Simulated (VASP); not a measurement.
Here is a VASP 6.6.1 calculation.

Contents of INCAR:

```
SYSTEM = NaH
PREC = Accurate
ENCUT = 600
EDIFF = 1E-7
ISMEAR = 0
SIGMA = 0.01
LREAL = .False.
LASPH = .True.
NELM = 100
ALGO = Normal
ISIF = 3
LWAVE = .False.
LCHARG = .False.
GGA = PS
IBRION = 2
NSW = 100
EDIFFG = -0.002
PSTRESS = 40.0
```

The input KPOINTS:

```
regular mesh
0
Gamma
  8 8 8
  0 0 0
```

File POSCAR:

```
NaH
1.0
    2.3956768457      2.3956768457      0.0000000000
   -2.3956768457      2.3956768457      0.0000000000
    0.0000000000      2.3956768457      2.3956768457
Na H
1 1
Direct
    0.0000000000      0.0000000000      0.0000000000
    0.5000000000      0.5000000000      0.0000000000
```

Potentials or basis: VASP PAW PBE potentials, release 64 (Na_pv, H).

The run is started by

```console
$ cat potpaw_PBE.64/Na_pv/POTCAR potpaw_PBE.64/H/POTCAR > POTCAR
$ mpirun -np 1 vasp_std > vasp.out
```

Q: Estimate the relaxed cell.

A: a = 3.245 Å, b = 3.245 Å, c = 3.245 Å, α = 60.00°, β = 60.00°, γ = 90.00°.

Q: Estimate the space group after relaxing (to 0.05 Å).

A: Fm-3m (No. 225).

Final structure:
```yaml
crystal:
  lattice:
    - [2.29481, 2.29481, 0.00000]
    - [-2.29481, 2.29481, 0.00000]
    - [0.00000, 2.29481, 2.29481]
  atoms:
    - { symbol: Na, position: [0.00000, 0.00000, 0.00000] }
    - { symbol: H, position: [0.50000, 0.50000, 0.00000] }
```
